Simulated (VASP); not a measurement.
A run of VASP 6.6.1 is set up as follows.

The input INCAR:

```
SYSTEM = TaN
ALGO = Normal
EDIFF = 1E-8
ENCUT = 520
GGA = PS
ISIF = 2
ISMEAR = -1
LASPH = .True.
LCHARG = .False.
LEFG = .True.
LREAL = .False.
LWAVE = .False.
NBANDS = 24
NELM = 100
PREC = Accurate
SIGMA = 0.01
```

File KPOINTS:

```
k-points
0
Gamma
  11 11 6
  0 0 0
```

Contents of POSCAR:

```
TaN
1.0
    2.9857803976      0.0000000000      0.0000000000
   -1.4928901988      2.5857616744      0.0000000000
    0.0000000000      0.0000000000      4.8176044827
Ta N
2 2
Direct
    0.0000000000      0.0000000000      0.0000000000
    0.0000000000      0.0000000000      0.5000000000
    0.3333333333      0.6666666667      0.2500000000
    0.6666666667      0.3333333333      0.7500000000
```

Potentials or basis: VASP PAW PBE potentials, release 64 (Ta_pv, N).

Run with:

```console
$ cat potpaw_PBE.64/Ta_pv/POTCAR potpaw_PBE.64/N/POTCAR > POTCAR
$ mpirun -np 1 vasp_std > vasp.out
```

(1) What does it give for the pressure?

(2) What does it give for the band gap on the k mesh?

## Answers

(1) 86.8 GPa.

(2) zero (band 16 reaches 11.26 eV, above the bottom of band 17 at 8.39 eV).

Caveat: without QUAD_EFG the Cq values of the log hold for a quadrupole moment of 1 mb, not for the nuclei; the PAW data sets were made with another functional, which shifts forces and pressure a little; spin-orbit coupling is left out, which moves the levels of the heavy elements.
